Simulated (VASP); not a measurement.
Set up this calculation in VASP 6.6.1, as the native input.

- Task: single point
- Functional: PBEsol
- Potentials or basis: VASP PAW PBE potentials, release 64 (Y_sv)
- Cutoff: 500 eV
- k mesh: 6 × 6 × 6
- Occupations: fermi-dirac, width 0.1 eV
- Spin: no spin polarisation
- Dipole correction: no
- Further INCAR settings: ALGO = Normal; EDIFF = 1e-06; NBANDS = 18

The structure of Y lies in POSCAR:

```
Y
1.0
    0.0000000000      2.9335096268      2.9335096268
    2.9335096268      0.0000000000      2.9335096268
    2.9335096268      2.9335096268      0.0000000000
Y
2
Direct
    1.0000000000      1.0000000000      1.0000000000
    0.2500000000      0.2500000000      0.2500000000
```

This isn't the form of Y at room conditions, which is hcp.

The input as run:

INCAR

```
ALGO = Normal
EDIFF = 1E-6
ENCUT = 500
GGA = PS
GGA_COMPAT = F
ISIF = 2
ISMEAR = -1
LASPH = T
LCHARG = F
LREAL = F
LWAVE = F
NBANDS = 18
NELM = 120
PREC = Accurate
SIGMA = 0.1
```

KPOINTS

```
k-points
0
Gamma
  6 6 6
```

Potentials or basis: VASP PAW PBE potentials, release 64 (Y_sv).

The run is started by

```sh
$ cat potpaw_PBE.64/Y_sv/POTCAR > POTCAR
$ mpirun -np 1 vasp_std > vasp.out
```

Results of the run:

The pressure is 10.1 GPa. The band gap on the k mesh is zero (bands 11 and 12 overlap by 1.42 eV).

Caveat: the cell stands under pressure; the PAW data sets were made with another functional, which shifts forces and pressure a little.

Wall time 17 s on 1 thread of Intel(R) Xeon(R) Platinum 8259CL CPU @ 2.50GHz (Skylake/Cascade Lake) (shared host), peak memory 0.18 GiB.
